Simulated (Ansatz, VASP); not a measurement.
# FeO in VASP and in Ansatz

File INCAR:

```
SYSTEM = FeO
PREC = Accurate
ENCUT = 500
EDIFF = 1E-7
ISMEAR = 0
SIGMA = 0.02
LREAL = .FALSE.
LASPH = .TRUE.
NELM = 120
ALGO = Normal
ISIF = 2
LWAVE = .FALSE.
LCHARG = .FALSE.
ISPIN = 2
MAGMOM = 3 0
LORBIT = 11
LMAXMIX = 4
GGA = PE
NBANDS = 18
```

Contents of KPOINTS:

```
Automatic mesh
0
G
  11 11 11
  0 0 0
```

POSCAR

```
FeO
1.0
    0.0000000000      2.1554000000      2.1554000000
    2.1554000000      0.0000000000      2.1554000000
    2.1554000000      2.1554000000      0.0000000000
Fe O
1 1
Cartesian
    0.0000000000      0.0000000000      0.0000000000
    2.1554000000      2.1554000000      2.1554000000
```

input.yaml

```yaml
crystal:
  lattice:
    - [0.0, 2.1554, 2.1554]
    - [2.1554, 0.0, 2.1554]
    - [2.1554, 2.1554, 0.0]
  atoms:
    - { symbol: Fe, position: [0.0, 0.0, 0.0], spin: 3.0 }
    - { symbol: O, position: [0.5, 0.5, 0.5] }
hamiltonian:
  xc: pbe
  pseudopotentials: { kind: paw }
magnetization:
  spin_polarized: true
kpoints:
  mp_grid: { grid: [11, 11, 11] }
scf:
  occupations: { method: gaussian, width: 0.02 }
output:
  forces: true
  stress: true
  eigenvalues: true
```

Alike in both runs: task single point; functional PBE; k mesh 11 × 11 × 11; occupations gaussian, width 0.02 eV; collinear spin, ferromagnetic start.

|  | VASP | Ansatz |
| --- | --- | --- |
| version | VASP 6.6.1 | Ansatz 0.2.0 |
| potentials or method | VASP PAW PBE potentials, release 64 (Fe, O) | Ansatz PAW |
| plane-wave cutoff (eV) | 500 | 420 |
| valence electrons in the cell | 14 | 22 |

```tsv
	VASP	Ansatz	Ansatz less VASP
gap on the k mesh at the Fermi level (eV)	none	none	-
pressure (GPa)	-0.2	-0.3	-0.04
net moment per atom (μB)	2.00	2.00	+0.001
size of the moment on the site where the two differ most (μB)	3.62	3.45	-0.169
```

Site moments also hang on the region over which each program counts them. A gap of «none» marks a metal or a gap that the smearing closes. VASP's potentials hold 14 valence electrons a cell and Ansatz's 22, so a difference there can come from the potentials and not from the codes.
